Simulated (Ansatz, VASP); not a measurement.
**Two plane-wave programs on CuP3**

```
Cu P
1.0
     3.85894    0.00000    0.00000
     0.00000    3.85894    0.00000
     0.00000    0.00000    3.85894
Cu P
1 3
Cartesian
  0.0000 0.0000 0.0000
  0.0000 1.9295 1.9295
  1.9295 0.0000 1.9295
  1.9295 1.9295 0.0000
```

Alike in both runs: task relaxation of cell and atoms; functional PBE; k mesh 12 × 12 × 12; occupations gaussian, width 0.1 eV; no spin polarisation.

|  | VASP | Ansatz |
| --- | --- | --- |
| version | VASP 6.6.1 | Ansatz 0.2.0 |
| potentials or method | VASP PAW PBE potentials, release 64 (Cu, P), cutoff 600 eV | scalar-relativistic, plane waves, PAW |
| valence electrons in the cell | 26 | 34 |

Ansatz gave:

* gap on the k mesh at the Fermi level, each at its own relaxed structure (eV): none
* relaxed volume (Å³/atom): 14.24
* relaxed cell length with the largest relative difference (Å): 3.848

**Question.** Which values does VASP return?

**Answer.** gap on the k mesh at the Fermi level, each at its own relaxed structure (eV): none; relaxed volume (Å³/atom): 14.25; relaxed cell length with the largest relative difference (Å): 3.848.

A gap of «none» marks a metal or a gap that the smearing closes. VASP's potentials hold 26 valence electrons a cell and Ansatz's 34, so a difference there can come from the potentials and not from the codes.
